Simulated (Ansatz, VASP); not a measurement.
**Ca4B3: VASP beside Ansatz**

File INCAR:

```
SYSTEM = Ca4B3
ALGO = Normal ; EDIFF = 1E-7
EDIFFG = -0.04 ; ENCUT = 600
GGA = PE ; IBRION = 2
ISIF = 3 ; ISMEAR = 0
LASPH = .TRUE. ; LCHARG = .FALSE.
LREAL = .FALSE. ; LWAVE = .FALSE.
NELM = 60 ; NSW = 90
PREC = Accurate ; SIGMA = 0.1
```

KPOINTS

```
k-points
0
G
  4 4 2
  0 0 0
```

The input POSCAR:

```
Ca4B3
1.0
    3.9508056400      0.0000000000      0.0000000000
    0.0000000000      3.9508056400      0.0000000000
    0.0000000000      0.0000000000      8.2895384100
Ca B
4 3
Direct
    0.5000000000      0.5000000000      0.5188853900
    0.0000000000      0.0000000000      0.9873142100
    0.5000000000      0.0000000000      0.7153370000
    0.0000000000      0.5000000000      0.7153370000
    0.5000000000      0.5000000000      0.7951334700
    0.0000000000      0.0000000000      0.7252380800
    0.0000000000      0.0000000000      0.3599632800
```

Input for Ansatz:

```yaml
crystal:
  lattice:
    - [3.95080564, 0.0, 0.0]
    - [0.0, 3.95080564, 0.0]
    - [0.0, 0.0, 8.28953841]
  atoms:
    - { symbol: Ca, position: [0.5, 0.5, 0.51888539] }
    - { symbol: Ca, position: [0.0, 0.0, 0.98731421] }
    - { symbol: Ca, position: [0.5, 0.0, 0.715337] }
    - { symbol: Ca, position: [0.0, 0.5, 0.715337] }
    - { symbol: B, position: [0.5, 0.5, 0.79513347] }
    - { symbol: B, position: [0.0, 0.0, 0.72523808] }
    - { symbol: B, position: [0.0, 0.0, 0.35996328] }
basis:
  ecutwfc: 420
kpoints:
  mp_grid: { grid: [4, 4, 2] }
hamiltonian:
  xc: pbe
scf:
  occupations: { method: gaussian, width: 0.1 }
  lower_state_search: "off"
output:
  forces: true
  stress: true
  eigenvalues: true
relax:
  adjacent_minimum: "off"
  f_tol: 0.04
  max_steps: 70
  cell: { stress_tol: 0.4 }
```

Alike in both runs: task relaxation of cell and atoms; functional PBE; k mesh 4 × 4 × 2; occupations gaussian, width 0.1 eV; no spin polarisation.

|  | VASP | Ansatz |
| --- | --- | --- |
| version | VASP 6.6.1 | Ansatz 0.2.0 |
| potentials or method | VASP PAW PBE potentials, release 64 (Ca_sv, B), cutoff 600 eV | scalar-relativistic, plane waves, PAW |
| valence electrons in the cell | 49 | 49 |

|  | VASP | Ansatz | Ansatz less VASP |
| --- | --- | --- | --- |
| gap on the k mesh at the Fermi level, each at its own relaxed structure (eV) | none | none | - |
| relaxed volume (Å³/atom) | 22.91 | 22.70 | -0.215 |
| relaxed cell length with the largest relative difference (Å) | 8.291 | 8.426 | +0.1353 |

A gap of «none» marks a metal or a gap that the smearing closes.

The k mesh is coarse, so the values compare programs but aren't converged. Noted on VASP's run: the volume moved by over 15 % at a fixed basis, so the end points are rough.
